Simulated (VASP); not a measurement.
# RuS (Pm-3m) in VASP: single point with PBE

Aim: the single point of RuS with PBE.

Everything below comes from runs of VASP 6.6.1. Logs are shortened: lines on timing, memory, paths and dates and some standing lists are left out, and cuts for length are marked.

**1. The cell of the first run**

The structure is cubic, space group Pm-3m (No. 221). Conventional cell: a = 3.032 Å, b = 3.032 Å, c = 3.032 Å, α = 90.00°, β = 90.00°, γ = 90.00°. Ru (site symmetry m-3m) has 8 S at 2.63 Å and 6 Ru at 3.03 Å within 3.5 Å. S (site symmetry m-3m) has 8 Ru at 2.63 Å and 6 S at 3.03 Å within 3.5 Å.

**2. Single point, PBE**

The input, INCAR:

```
SYSTEM = RuS
ALGO = Normal
EDIFF = 1E-6
ENCUT = 520
GGA = PE
ISIF = 2
ISMEAR = -1
LASPH = .True.
LCHARG = .True.
LELF = .True.
LREAL = .False.
LVHAR = .True.
LWAVE = .False.
NBANDS = 17
NELM = 80
PREC = Accurate
SIGMA = 0.05
```

The input, KPOINTS:

```
k-points
0
Gamma
  9 9 9
  0 0 0
```

The input, POSCAR:

```
RuS
1.0
    3.0319028300      0.0000000000      0.0000000000
    0.0000000000      3.0319028300      0.0000000000
    0.0000000000      0.0000000000      3.0319028300
Ru S
1 1
Direct
    0.0000000000      0.0000000000      0.0000000000
    0.5000000000      0.5000000000      0.5000000000
```

Potentials or basis: VASP PAW PBE potentials, release 64 (Ru_pv, S).

Launch:

```sh
cat potpaw_PBE.64/Ru_pv/POTCAR potpaw_PBE.64/S/POTCAR > POTCAR
mpirun -np 1 vasp_std > vasp.out
```

OUTCAR:

```text
SYSTEM = RuS
   EDIFF = 1E-6
   ENCUT = 520
   GGA = PE
   ISIF = 2
   ISMEAR = -1
   LASPH = .True.
   LREAL = .False.
   NELM = 80
   PREC = Accurate

 ion  position               nearest neighbor table
   1  0.000  0.000  0.000-   2 2.63   2 2.63   2 2.63   2 2.63   2 2.63   2 2.63   2 2.63   2 2.63

   2  0.500  0.500  0.500-   1 2.63   1 2.63   1 2.63   1 2.63   1 2.63   1 2.63   1 2.63   1 2.63

  LATTYP: Found a simple cubic cell.
 ALAT       =     3.0319028300

  Lattice vectors:

 A1 = (   3.0319028300,   0.0000000000,   0.0000000000)
 A2 = (   0.0000000000,   3.0319028300,   0.0000000000)
 A3 = (   0.0000000000,   0.0000000000,   3.0319028300)

Analysis of symmetry for initial positions (statically):
=====================================================================
 Subroutine PRICEL returns:
 Original cell was already a primitive cell.

 Routine SETGRP: Setting up the symmetry group for a
 simple cubic supercell.

 Subroutine GETGRP returns: Found 48 space group operations
 (whereof 48 operations were pure point group operations)
 out of a pool of 48 trial point group operations.

The static configuration has the point symmetry O_h .

Analysis of symmetry for dynamics (positions and initial velocities):
=====================================================================
 Subroutine PRICEL returns:
 Original cell was already a primitive cell.

 Routine SETGRP: Setting up the symmetry group for a
 simple cubic supercell.

 Subroutine GETGRP returns: Found 48 space group operations
 (whereof 48 operations were pure point group operations)
 out of a pool of 48 trial point group operations.

The dynamic configuration has the point symmetry O_h .

 Subroutine INISYM returns: Found 48 space group operations
 (whereof 48 operations are pure point group operations),
 and found     1 'primitive' translations

----------------------------------------------------------------------------------------

                                     Primitive cell

  volume of cell :      27.8706

  direct lattice vectors                    reciprocal lattice vectors
     3.031902830  0.000000000  0.000000000     0.329825874  0.000000000  0.000000000
     0.000000000  3.031902830  0.000000000     0.000000000  0.329825874  0.000000000
     0.000000000  0.000000000  3.031902830     0.000000000  0.000000000  0.329825874

  length of vectors
     3.031902830  3.031902830  3.031902830     0.329825874  0.329825874  0.329825874

[... 78 lines left out ...]
   ENCUT  =  520.0 eV  38.22 Ry    6.18 a.u.   5.64  5.64  5.64*2*pi/ulx,y,z
   NELM   =     80;   NELMIN=  2; NELMDL= -5     # of ELM steps
   EDIFF  = 0.1E-05   stopping-criterion for ELM
   LREAL  =      F    real-space projection
   EDIFFG = 0.1E-04   stopping-criterion for IOM
   NSW    =      0    number of steps for IOM
   IBRION =     -1    ionic relax: 0-MD 1-quasi-New 2-CG
   NFREE  =      0    steps in history (QN), initial steepest desc. (CG)
   ISIF   =      2    stress and relaxation
   ISYM   =      2    0-nonsym 1-usesym 2-fastsym
   POTIM  = 0.5000    time-step for ionic-motion
   TEBEG  =    0.0;   TEEND  =   0.0 temperature during run
   PSTRESS=    0.0 pullay stress
   NELECT =      20.0000    total number of electrons
   NUPDOWN=      -1.0000    fix difference up-down
   EMIN   =  10.00;   EMAX   =-10.00  energy-range for DOS
   EFERMI =   0.00;   METHOD = LEGACY
   ISMEAR =    -1;   SIGMA  =   0.05  broadening in eV -4-tet -1-fermi 0-gaus
   EFERMI_NEDOS =   21; number of points for ismear=-14 and -15
   IALGO  =     38    algorithm
   IMIX   =      4    mixing-type and parameters
     AMIX     =   0.40;   BMIX     =  1.00
     AMIX_MAG =   1.60;   BMIX_MAG =  1.00
  volume/ion in A,a.u.               =      13.94        94.04
  Fermi-wavevector in a.u.,A,eV,Ry     =   1.465670  2.769715 29.227882  2.148189
  Thomas-Fermi vector in A             =   2.581499
   LORBIT       =      0    0 simple, 1 ext, 2 COOP (PROOUT), +10 PAW based schemes
   GGA     = PE    functional components
   LHFCALC =     F    Hartree Fock is set to
   AEXX    =    0.0000 exact exchange contribution
   IVDW    =     0    specifies the selected vdW correction
   LEPSILON=     F    determine dielectric tensor
   LRPA    =     F    only Hartree local field effects (RPA)
 non-spin polarized calculation
  energy-cutoff  :      520.00
  volume of cell :       27.87
 maximum number of plane-waves:       767
 NGX is ok and might be reduce to    24
   NGX = 11   NGY = 11   NGZ = 11

 number of electron      20.0000000 magnetization

 Free energy of the ion-electron system (eV)
  ---------------------------------------------------
  ext. energy  EPLUGINS =         0.00000000
  ---------------------------------------------------
  free energy    TOTEN  =       -12.88741179 eV

  energy without entropy =      -12.87267964  energy(sigma->0) =      -12.88004571

 E-fermi :  11.4020     XC(G=0): -12.8510

 val. band max:       11.3392016344   @ k =   0.4444   0.4444   0.3333
 cond. band min:      11.4754066605   @ k =   0.1111   0.1111   0.1111
 fundamental gap:      0.1362050260
 Fermi energy:        11.4019871212

 k-point     1 :       0.0000    0.0000    0.0000
  band No.  band energies     occupation
      1     -31.4497      2.00000
      2     -31.4497      2.00000
      3     -31.4497      2.00000
      4      -4.9311      2.00000
      5       7.1291      2.00000
      6       7.1291      2.00000
[... 457 lines left out ...]
      4      -2.6430      2.00000
      5       4.2478      2.00000
      6       5.3005      2.00000
[... 9 lines left out ...]
     16      22.4924      0.00000
     17      22.5582      0.00000

 [... further k-points ...]

------------------------ aborting loop because EDIFF is reached ----------------------------------------

  FORCE on cell =-STRESS in cart. coord.  units (eV):
  Direction    XX          YY          ZZ          XY          YZ          ZX
  --------------------------------------------------------------------------------------
  -------------------------------------------------------------------------------------
  Total       -1.4019688     -1.4019688     -1.4019688      0.0000000      0.0000000     -0.0000000
  in kB      -80.5940697    -80.5940697    -80.5940697      0.0000000      0.0000000     -0.0000000
  external PRESSURE =     -80.5940697 kB  Pullay stress =       0.0000000 kB

 VOLUME and BASIS-vectors are now :
 -----------------------------------------------------------------------------
  energy-cutoff  :      520.00
  volume of cell :       27.87
      direct lattice vectors                 reciprocal lattice vectors
     3.031902830  0.000000000  0.000000000     0.329825874  0.000000000  0.000000000
     0.000000000  3.031902830  0.000000000     0.000000000  0.329825874  0.000000000
     0.000000000  0.000000000  3.031902830     0.000000000  0.000000000  0.329825874

 POSITION                                       TOTAL-FORCE (eV/Angst)
 -----------------------------------------------------------------------------------
      0.00000      0.00000      0.00000         0.000000      0.000000      0.000000
      1.51595      1.51595      1.51595         0.000000      0.000000      0.000000
 -----------------------------------------------------------------------------------
    total drift:                               -0.000000      0.000000      0.000000

  FREE ENERGIE OF THE ION-ELECTRON SYSTEM (eV)
  ---------------------------------------------------
  free  energy   TOTEN  =       -12.8874117869 eV

  energy  without entropy=      -12.8726796415  energy(sigma->0) =      -12.88004571
```

Wall time 18 s (1 thread of AMD EPYC 7R13, shared host); peak memory 0.12 GiB.

What came out:

```
Free energy            : -12.8874 eV
Pressure               : -8.1 GPa
Band gap on the k mesh : zero (band 10 reaches 12.40 eV, above the bottom of band 11 at 10.55 eV)
```
